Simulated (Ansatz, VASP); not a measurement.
One calculation of BP, two programs

```
B P
1.0
     2.36181    2.36181    0.00000
    -2.36181    2.36181    0.00000
     0.00000    0.00000    4.42353
B P
2 2
Direct
  0.00000 0.00000 0.00000
  0.50000 0.50000 0.50000
  0.50000 0.00000 0.75000
  0.00000 0.50000 0.25000
```

Alike in both runs: task single point; functional PBEsol; k mesh 8 × 8 × 6; occupations gaussian, width 0.02 eV; no spin polarisation.

|  | VASP | Ansatz |
| --- | --- | --- |
| version | VASP 6.6.1 | Ansatz 0.2.0 |
| potentials or method | VASP PAW PBE potentials, release 64 (B, P), cutoff 520 eV | scalar-relativistic, plane waves, PAW |
| valence electrons in the cell | 16 | 16 |

Ansatz gave:

- gap on the k mesh at the Fermi level (eV): 0.27
- least direct gap on the mesh (eV): 0.48
- pressure (GPa): -10.0
- traceless stress, the component that is largest in VASP (GPa): 9.98

Problem. Which values does VASP return?

Solution. gap on the k mesh at the Fermi level (eV): 0.26; least direct gap on the mesh (eV): 0.47; pressure (GPa): -9.9; traceless stress, the component that is largest in VASP (GPa): 9.98.

VASP's potentials were made for PBE, not for PBEsol.
